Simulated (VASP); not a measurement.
Wanted: the native input for a VASP 6.6.1 run.

- Task: relaxation of cell and atoms
- Functional: PBE
- Potentials or basis: VASP PAW PBE potentials, release 64 (Mg, Be)
- Cutoff: 600 eV
- k mesh: 16 × 16 × 16
- Occupations: gaussian, width 0.1 eV
- Spin: no spin polarisation
- Dipole correction: no
- Further INCAR settings: ALGO = Fast; EDIFF = 1e-07; IBRION = 2; EDIFFG = -0.01; NSW = 100; ISIF = 3

The structure of Mg3Be lies in POSCAR:

```
Mg3Be
1.0
   -2.0766444258      2.0766444258      4.3881407795
    2.0766444258     -2.0766444258      4.3881407795
    2.0766444258      2.0766444258     -4.3881407795
Mg Be
3 1
Direct
    0.5000000000      0.5000000000      0.0000000000
    0.2500000000      0.7500000000      0.5000000000
    0.7500000000      0.2500000000      0.5000000000
    0.0000000000      0.0000000000      0.0000000000
```

The input as run:

INCAR

```
PREC = Accurate
ENCUT = 600
EDIFF = 1E-7
ISMEAR = 0
SIGMA = 0.1
LREAL = False
LASPH = True
NELM = 100
ALGO = Fast
ISIF = 3
LWAVE = False
LCHARG = False
GGA = PE
IBRION = 2
NSW = 100
EDIFFG = -0.01
```

KPOINTS

```
Automatic mesh
0
Gamma
  16 16 16
```

Potentials or basis: VASP PAW PBE potentials, release 64 (Mg, Be).

Launch:

```sh
$ cat potpaw_PBE.64/Mg/POTCAR potpaw_PBE.64/Be/POTCAR > POTCAR
$ mpirun -np 1 vasp_std > vasp.out
```

It gave:

The relaxed volume is 18.76 Å³/atom, the relaxed cell is a = 5.012 Å, b = 5.012 Å, c = 5.012 Å, α = 128.47°, β = 128.47°, γ = 75.86° and the space group after relaxing (to 0.1 Å) is I4/mmm (No. 139). The energy gained by relaxing is 8.1 meV/atom. The ionic steps are 8. The pressure after relaxing is 0.0 GPa. The band gap on the k mesh is zero (bands 4 and 5 overlap by 2.67 eV).

Wall time 9.5 min on 1 thread of AMD EPYC 9R45 96-Core Processor (Zen 5) (shared host), peak memory 0.5 GiB.
